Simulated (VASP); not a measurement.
# SnO (F-43m) in VASP: single point with r2SCAN

Aim: the single point of SnO with r2SCAN.

All numbers are computed with VASP 6.6.1; they aren't measurements. Logs are shortened: lines on timing, memory, paths and dates and some standing lists are left out, and cuts for length are marked.

## Step 1: The cell of the first run

The structure is cubic, space group F-43m (No. 216). Conventional cell: a = 5.416 Å, b = 5.416 Å, c = 5.416 Å, α = 90.00°, β = 90.00°, γ = 90.00°. Within 3.1 Å of Sn (site symmetry -43m) lie 4 O at 2.35 Å. O (site symmetry -43m) has 4 Sn at 2.35 Å within 3.1 Å.

## Step 2: Single point, r2SCAN

POSCAR

```
SnO
1.0
    0.0000000000      2.7082147278      2.7082147278
    2.7082147278      0.0000000000      2.7082147278
    2.7082147278      2.7082147278      0.0000000000
Sn O
1 1
Direct
    0.0000000000      0.0000000000      0.0000000000
    0.2500000000      0.2500000000      0.2500000000
```

INCAR.step1

```
SYSTEM = SnO
PREC = Accurate ; ENCUT = 520
ISMEAR = -1 ; SIGMA = 0.02
LREAL = .FALSE. ; LASPH = .TRUE.
NELM = 80 ; NBANDS = 17
GGA = PE ; ALGO = Normal
EDIFF = 1E-4 ; LWAVE = .TRUE.
LCHARG = .FALSE.
```

INCAR.step2

```
SYSTEM = SnO
PREC = Accurate ; ENCUT = 520
EDIFF = 1E-7 ; ISMEAR = -1
SIGMA = 0.02 ; LREAL = .FALSE.
LASPH = .TRUE. ; NELM = 80
ALGO = Normal ; ISIF = 2
LWAVE = .FALSE. ; LCHARG = .FALSE.
METAGGA = R2SCAN ; LMIXTAU = .TRUE.
NBANDS = 17 ; ISTART = 1
```

KPOINTS

```
regular mesh
0
G
  6 6 6
  0 0 0
```

Potentials or basis: VASP PAW PBE potentials, release 64 (Sn_d, O).

Launch:

```sh
> cat potpaw_PBE.64/Sn_d/POTCAR potpaw_PBE.64/O/POTCAR > POTCAR
> cp INCAR.step1 INCAR
> mpirun -np 1 vasp_std > vasp.out
> cp INCAR.step2 INCAR
> mpirun -np 1 vasp_std > vasp.out
```

OUTCAR:

```text
SYSTEM = SnO
   PREC = Accurate
   ENCUT = 520
   EDIFF = 1E-7
   ISMEAR = -1
   LREAL = .FALSE.
   LASPH = .TRUE.
   NELM = 80
   ISIF = 2
   METAGGA = R2SCAN
   ISTART = 1

 ion  position               nearest neighbor table
   1  0.000  0.000  0.000-   2 2.35   2 2.35   2 2.35   2 2.35
   2  0.250  0.250  0.250-   1 2.35   1 2.35   1 2.35   1 2.35

  LATTYP: Found a face centered cubic cell.
 ALAT       =     5.4164294556

  Lattice vectors:

 A1 = (   0.0000000000,   2.7082147278,   2.7082147278)
 A2 = (   2.7082147278,   0.0000000000,   2.7082147278)
 A3 = (   2.7082147278,   2.7082147278,   0.0000000000)

Analysis of symmetry for initial positions (statically):
[... 5 lines left out ...]
 face centered cubic supercell.

 Subroutine GETGRP returns: Found 24 space group operations
 (whereof 24 operations were pure point group operations)
 out of a pool of 48 trial point group operations.

The static configuration has the point symmetry T_d .

Analysis of symmetry for dynamics (positions and initial velocities):
[... 5 lines left out ...]
 face centered cubic supercell.

 Subroutine GETGRP returns: Found 24 space group operations
 (whereof 24 operations were pure point group operations)
 out of a pool of 48 trial point group operations.

The dynamic configuration has the point symmetry T_d .

 Subroutine INISYM returns: Found 24 space group operations
 (whereof 24 operations are pure point group operations),
 and found     1 'primitive' translations

----------------------------------------------------------------------------------------

                                     Primitive cell

  volume of cell :      39.7264

  direct lattice vectors                    reciprocal lattice vectors
     0.000000000  2.708214728  2.708214728    -0.184623470  0.184623470  0.184623470
     2.708214728  0.000000000  2.708214728     0.184623470 -0.184623470  0.184623470
     2.708214728  2.708214728  0.000000000     0.184623470  0.184623470 -0.184623470

  length of vectors
     3.829993998  3.829993998  3.829993998     0.319777230  0.319777230  0.319777230

  position of ions in fractional coordinates (direct lattice)
     0.000000000  0.000000000  0.000000000
     0.250000000  0.250000000  0.250000000

  ion indices of the primitive-cell ions
   primitive index   ion index
                 1           1
                 2           2

[... 57 lines left out ...]
   LNONCOLLINEAR =      F non collinear calculations
   LSORBIT =      F    spin-orbit coupling
   LASPH  =      T    aspherical Exc in radial PAW
   ENCUT  =  520.0 eV  38.22 Ry    6.18 a.u.   7.12  7.12  7.12*2*pi/ulx,y,z
   NELM   =     80;   NELMIN=  2; NELMDL=  0     # of ELM steps
   EDIFF  = 0.1E-06   stopping-criterion for ELM
   LREAL  =      F    real-space projection
   EDIFFG = 0.1E-05   stopping-criterion for IOM
   NSW    =      0    number of steps for IOM
   IBRION =     -1    ionic relax: 0-MD 1-quasi-New 2-CG
   NFREE  =      0    steps in history (QN), initial steepest desc. (CG)
   ISIF   =      2    stress and relaxation
   ISYM   =      2    0-nonsym 1-usesym 2-fastsym
   POTIM  = 0.5000    time-step for ionic-motion
   TEBEG  =    0.0;   TEEND  =   0.0 temperature during run
   PSTRESS=    0.0 pullay stress
   NELECT =      20.0000    total number of electrons
   NUPDOWN=      -1.0000    fix difference up-down
   EMIN   =  10.00;   EMAX   =-10.00  energy-range for DOS
   EFERMI =   0.00;   METHOD = LEGACY
   ISMEAR =    -1;   SIGMA  =   0.02  broadening in eV -4-tet -1-fermi 0-gaus
   EFERMI_NEDOS =   21; number of points for ismear=-14 and -15
   IALGO  =     38    algorithm
   IMIX   =      4    mixing-type and parameters
     AMIX     =   0.40;   BMIX     =  1.00
     AMIX_MAG =   1.60;   BMIX_MAG =  1.00
  volume/ion in A,a.u.               =      19.86       134.04
  Fermi-wavevector in a.u.,A,eV,Ry     =   1.302342  2.461070 23.076772  1.696095
  Thomas-Fermi vector in A             =   2.433416
   LORBIT       =      0    0 simple, 1 ext, 2 COOP (PROOUT), +10 PAW based schemes
   METAGGA = R2SCAN    functional components
   LHFCALC =     F    Hartree Fock is set to
   AEXX    =    0.0000 exact exchange contribution
   IVDW    =     0    specifies the selected vdW correction
   LEPSILON=     F    determine dielectric tensor
   LRPA    =     F    only Hartree local field effects (RPA)
 non-spin polarized calculation
  energy-cutoff  :      520.00
  volume of cell :       39.73
 maximum number of plane-waves:      1090
   NGX = 15   NGY = 15   NGZ = 15

 number of electron      19.9999996 magnetization

 Free energy of the ion-electron system (eV)
  ---------------------------------------------------
  ext. energy  EPLUGINS =         0.00000000
  ---------------------------------------------------
  free energy    TOTEN  =       -32.20417633 eV

  energy without entropy =      -32.20292558  energy(sigma->0) =      -32.20355095

 E-fermi :   6.1053     XC(G=0): -10.2859

 val. band max:        6.0832942904   @ k =  -0.3333   0.5000   0.1667
 cond. band min:       6.6835134866   @ k =   0.5000   0.3333   0.0000
 fundamental gap:      0.6002191962
 Fermi energy:         6.1052730371

 k-point     1 :       0.0000    0.0000    0.0000
  band No.  band energies     occupation
      1     -16.4478      2.00000
      2     -16.4478      2.00000
      3     -16.4478      2.00000
      4     -16.3938      2.00000
      5     -16.3938      2.00000
      6     -14.1248      2.00000
[... 297 lines left out ...]
      4     -16.3807      2.00000
      5     -16.3770      2.00000
      6     -13.2855      2.00000
[... 9 lines left out ...]
     16      19.2633      0.00000
     17      21.4335      0.00000

------------------------ aborting loop because EDIFF is reached ----------------------------------------

  FORCE on cell =-STRESS in cart. coord.  units (eV):
  Direction    XX          YY          ZZ          XY          YZ          ZX
  --------------------------------------------------------------------------------------
  -------------------------------------------------------------------------------------
  Total        0.0601081      0.0601081      0.0601081     -0.0000000      0.0000000      0.0000000
  in kB        2.4241764      2.4241764      2.4241764     -0.0000000      0.0000000      0.0000000
  external PRESSURE =       2.4241764 kB  Pullay stress =       0.0000000 kB

 VOLUME and BASIS-vectors are now :
 -----------------------------------------------------------------------------
  energy-cutoff  :      520.00
  volume of cell :       39.73
      direct lattice vectors                 reciprocal lattice vectors
     0.000000000  2.708214728  2.708214728    -0.184623470  0.184623470  0.184623470
     2.708214728  0.000000000  2.708214728     0.184623470 -0.184623470  0.184623470
     2.708214728  2.708214728  0.000000000     0.184623470  0.184623470 -0.184623470

 POSITION                                       TOTAL-FORCE (eV/Angst)
 -----------------------------------------------------------------------------------
      0.00000      0.00000      0.00000         0.000000      0.000000      0.000000
      1.35411      1.35411      1.35411        -0.000000     -0.000000     -0.000000
 -----------------------------------------------------------------------------------
    total drift:                               -0.000002     -0.000002     -0.000002

  FREE ENERGIE OF THE ION-ELECTRON SYSTEM (eV)
  ---------------------------------------------------
  free  energy   TOTEN  =       -32.2041763258 eV

  energy  without entropy=      -32.2029255789  energy(sigma->0) =      -32.20355095
```

Run time: 69 s. Hardware: 1 thread of AMD EPYC 7R43 (Zen 3), shared host; peak memory 0.13 GiB.

Results:

```yaml
Free_energy: -32.2042 eV
Pressure: 0.2 GPa
Band_gap_on_the_k_mesh: zero (band 10 reaches 6.08 eV, above the bottom of band 11 at 5.94 eV)
```

Caveat: the PAW data sets were made with another functional, which shifts forces and pressure a little; spin-orbit coupling is left out, which moves the levels of the heavy elements.
